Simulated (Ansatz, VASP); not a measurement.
## One calculation of Hg3SI, two programs

```
Hg S I
1.0
     5.12877    0.00000    0.00000
     0.00000    5.12877    0.00000
     0.00000    0.00000    7.51591
Hg S I
3 1 1
Direct
  0.00000 0.50000 0.24953
  0.50000 0.00000 0.24953
  0.50000 0.50000 0.53032
  0.00000 0.00000 0.31129
  0.50000 0.50000 0.97411
```

Alike in both runs: functional PBE; k mesh 8 × 8 × 6; occupations gaussian, width 0.1 eV; no spin polarisation.

Ansatz relaxed the structure, and its values are those at the end. VASP's run is a single point on that final structure, the one shown.

```csv
,VASP,Ansatz
version,VASP 6.6.1,Ansatz 0.2.0
potentials or method,"VASP PAW PBE potentials, release 64 (Hg, S, I), cutoff 520 eV","scalar-relativistic, plane waves, PAW"
valence electrons in the cell,49,83
```

```csv
,VASP,Ansatz,Ansatz less VASP
gap on the k mesh at the Fermi level (eV),none,none,-
pressure (GPa),0.1,0.0,-0.10
rms of the force components (eV/Å),0.010,0.000,-0.0095
```

A gap of «none» marks a metal or a gap that the smearing closes. The functional is the same, so the differences come from potentials, cutoffs and numerics. VASP's potentials hold 49 valence electrons a cell and Ansatz's 83, so a difference there can come from the potentials and not from the codes. Ansatz's warnings: xc potential rough in thin density.

Neither program's run includes spin-orbit coupling.
